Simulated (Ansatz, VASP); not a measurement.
# One calculation of Si4Ru, two programs

```xyz
5
Lattice="-2.7610 2.7610 2.7610 2.7610 -2.7610 2.7610 2.7610 2.7610 -2.7610" Properties=species:S:1:pos:R:3 pbc="T T T"
Si    1.3810   -1.3810    1.3810
Si    1.3800    1.3800    1.3800
Si    1.3810    1.3810   -1.3810
Si   -1.3810    1.3810    1.3810
Ru    0.0000    0.0000    0.0000
```

Change from the starting cell: species swapped into the GeF4 type (I-43m, No. 217).

Alike in both runs: functional PBE; k mesh 4 × 4 × 4; occupations gaussian, width 0.2 eV; no spin polarisation.

Ansatz relaxed the structure, and its values are those at the end. VASP's run is a single point on that final structure, the one shown.

|  | VASP | Ansatz |
| --- | --- | --- |
| version | VASP 6.6.1 | Ansatz 0.2.0 |
| potentials or method | VASP PAW PBE potentials, release 64 (Si, Ru_pv), cutoff 500 eV | scalar-relativistic, plane waves, PAW |
| valence electrons in the cell | 30 | 32 |

|  | VASP | Ansatz | Ansatz less VASP |
| --- | --- | --- | --- |
| gap on the k mesh at the Fermi level (eV) | none | none | - |
| pressure (GPa) | -0.1 | -0.1 | +0.01 |
| rms of the force components (eV/Å) | 0.007 | 0.007 | 0.0000 |

A gap of «none» marks a metal or a gap that the smearing closes. The functional is the same, so the differences come from potentials, cutoffs and numerics. VASP's potentials hold 30 valence electrons a cell and Ansatz's 32, so a difference there can come from the potentials and not from the codes.

The k mesh is coarse, so the values compare programs but aren't converged.
